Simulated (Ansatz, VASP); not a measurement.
AlN in VASP and in Ansatz

INCAR

```
PREC = Accurate ; ENCUT = 520
EDIFF = 1E-7 ; ISMEAR = -1
SIGMA = 0.05 ; LREAL = F
LASPH = T ; NELM = 60
ALGO = Normal ; ISIF = 2
LWAVE = F ; LCHARG = F
GGA = PE ; NBANDS = 11
```

KPOINTS

```
Automatic mesh
0
Gamma
  14 14 14
```

The input POSCAR:

```
AlN
1.0
    0.0000000000      2.1839935596      2.1839935596
    2.1839935596      0.0000000000      2.1839935596
    2.1839935596      2.1839935596      0.0000000000
Al N
1 1
Direct
    0.0000000000      0.0000000000      0.0000000000
    0.2500000000      0.2500000000      0.2500000000
```

input.yaml

```yaml
crystal:
  lattice:
    - [0.0, 2.1839935596, 2.1839935596]
    - [2.1839935596, 0.0, 2.1839935596]
    - [2.1839935596, 2.1839935596, 0.0]
  atoms:
    - { symbol: Al, position: [0.0, 0.0, 0.0] }
    - { symbol: "N", position: [0.25, 0.25, 0.25] }
hamiltonian:
  xc: pbe
  pseudopotentials: { kind: paw }
kpoints:
  mp_grid: { grid: [14, 14, 14] }
scf:
  occupations: { method: fermi_dirac, width: 0.05 }
output:
  forces: true
  stress: true
  eigenvalues: true
```

Alike in both runs: task single point; functional PBE; k mesh 14 × 14 × 14; occupations fermi-dirac, width 0.05 eV; no spin polarisation.

```csv
,VASP,Ansatz
version,VASP 6.6.1,Ansatz 0.2.0
potentials or method,"VASP PAW PBE potentials, release 64 (Al, N)",Ansatz PAW
plane-wave cutoff (eV),520,420
valence electrons in the cell,8,8
```

Ansatz gave:

```
gap on the k mesh at the Fermi level (eV) : 3.33
least direct gap on the mesh (eV)         : 4.19
pressure (GPa)                            : 4.9
```

Q: Estimate VASP's values.

A: gap on the k mesh at the Fermi level (eV): 3.32; least direct gap on the mesh (eV): 4.20; pressure (GPa): 4.6.
